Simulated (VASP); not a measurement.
Set up this calculation in VASP 6.6.1, as the native input.

* Task: single point
* Functional: PBE
* Potentials or basis: VASP PAW PBE potentials, release 64 (Hf_pv, B)
* Cutoff: 520 eV
* k mesh: 20 × 20 × 20
* Occupations: gaussian, width 0.15 eV
* Spin: no spin polarisation
* Dipole correction: no
* Further INCAR settings: ALGO = Normal; EDIFF = 1e-06; NBANDS = 14

The structure of HfB lies in POSCAR:

```
HfB
1.0
    0.2898390969      2.4636323236      2.4636323236
    2.4636323236      0.2898390969      2.4636323236
    2.4636323236      2.4636323236      0.2898390969
Hf B
1 1
Direct
    0.5000000000      0.5000000000      0.5000000000
    0.0000000000      0.0000000000      0.0000000000
```

This cell differs from its parent crystal: ratio of the length along [111] to the lengths across it x 1.2, volume and fractional coordinates fixed.

These files were run (other wordings do the same):

INCAR

```
SYSTEM = HfB
ALGO = Normal
EDIFF = 1E-6
ENCUT = 520
GGA = PE
ISIF = 2
ISMEAR = 0
LASPH = .TRUE.
LCHARG = .FALSE.
LREAL = .FALSE.
LWAVE = .FALSE.
NBANDS = 14
NELM = 100
PREC = Accurate
SIGMA = 0.15
```

KPOINTS

```
k-points
0
G
  20 20 20
  0 0 0
```

Potentials or basis: VASP PAW PBE potentials, release 64 (Hf_pv, B).

Run with:

```console
$ cat potpaw_PBE.64/Hf_pv/POTCAR potpaw_PBE.64/B/POTCAR > POTCAR
$ mpirun -np 1 vasp_std > vasp.out
```

It gave:

The pressure is 30.7 GPa.

Run time: 3.8 min on 1 thread of Intel Xeon 6975P-C, with other jobs on the host, peak memory 0.4 GiB.
